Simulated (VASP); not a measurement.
Input of a VASP 6.6.1 run:

File INCAR:

```
  PREC = Accurate
  ENCUT = 520
  EDIFF = 1E-6
  ISMEAR = 0
  SIGMA = 0.1
  LREAL = F
  LASPH = T
  NELM = 120
  ALGO = Normal
  ISIF = 2
  LWAVE = F
  LCHARG = F
  LDIPOL = T
  IDIPOL = 3
  DIPOL = 0.5 0.5 0.500
  GGA = PE
  NBANDS = 64
  GGA_COMPAT = F
  NELMDL = -8
```

Contents of KPOINTS:

```
Automatic mesh
0
Gamma
  9 9 1
```

Contents of POSCAR:

```
Al7Ni8
1.0
    4.0477133473      0.0000000000      0.0000000000
   -2.0238566737      3.5054225860      0.0000000000
    0.0000000000      0.0000000000     26.5673043804
Ni Al
8 7
Direct
    0.3333333333      0.6666666667      0.2823018810
    0.0000000000      0.0000000000      0.3445013436
    0.6666666667      0.3333333333      0.4067008061
    0.3333333333      0.6666666667      0.4689002687
    0.0000000000      0.0000000000      0.5310997313
    0.6666666667      0.3333333333      0.5932991939
    0.3333333333      0.6666666667      0.6554986564
    0.0000000000      0.0000000000      0.7176981190
    0.6666666667      0.3333333333      0.3134016123
    0.3333333333      0.6666666667      0.3756010749
    0.0000000000      0.0000000000      0.4378005374
    0.6666666667      0.3333333333      0.5000000000
    0.3333333333      0.6666666667      0.5621994626
    0.0000000000      0.0000000000      0.6243989251
    0.6666666667      0.3333333333      0.6865983877
```

Potentials or basis: VASP PAW PBE potentials, release 64 (Ni, Al).

Run with:

```sh
$ cat potpaw_PBE.64/Ni/POTCAR potpaw_PBE.64/Al/POTCAR > POTCAR
$ mpirun -np 1 vasp_std > vasp.out
```

Question: Estimate the band gap on the k mesh.

Answer: Zero (an odd number of electrons rules out a gap without spin polarisation).

Question: Predict the largest force.

Answer: 1.199 eV/Å.

Forces on the atoms (eV/Å):
```
Ni   0.000  0.000  1.199
Ni   0.000  0.000 -0.442
Ni   0.000  0.000 -0.091
Ni   0.000  0.000 -0.026
Ni   0.000  0.000  0.026
Ni   0.000  0.000  0.091
Ni   0.000  0.000  0.442
Ni   0.000  0.000 -1.199
Al   0.000  0.000 -0.708
Al   0.000  0.000 -0.384
Al   0.000  0.000 -0.057
Al   0.000  0.000  0.000
Al   0.000  0.000  0.057
Al   0.000  0.000  0.384
Al   0.000  0.000  0.708
```

Spin polarisation is off, so any magnetic state and its effect on volume and gap are missing.
